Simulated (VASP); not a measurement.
Input of a VASP 6.6.1 run:

INCAR

```
  PREC = Accurate
  ENCUT = 520
  EDIFF = 1E-6
  ISMEAR = 0
  SIGMA = 0.05
  LREAL = F
  LASPH = T
  NELM = 60
  ALGO = Normal
  ISIF = 2
  LWAVE = F
  LCHARG = F
  GGA = PE
  NBANDS = 15
```

KPOINTS

```
regular mesh
0
Gamma
  8 8 8
```

File POSCAR:

```
KCl
1.0
    3.6754214550      0.0000000000      0.0000000000
    0.0000000000      3.6754214550      0.0000000000
    0.0000000000      0.0000000000      3.6754214550
K Cl
1 1
Direct
    0.0000000000      0.0000000000      0.0000000000
    0.5000000000      0.5000000000      0.5000000000
```

Potentials or basis: VASP PAW PBE potentials, release 64 (K_sv, Cl).

Run with:

```console
$ cat potpaw_PBE.64/K_sv/POTCAR potpaw_PBE.64/Cl/POTCAR > POTCAR
$ mpirun -np 1 vasp_std > vasp.out
```

(1) Estimate the band gap on the k mesh.

(2) Predict the pressure.

Answers

(1) 5.40 eV, indirect (least direct gap 5.63 eV).

(2) 3.3 GPa.
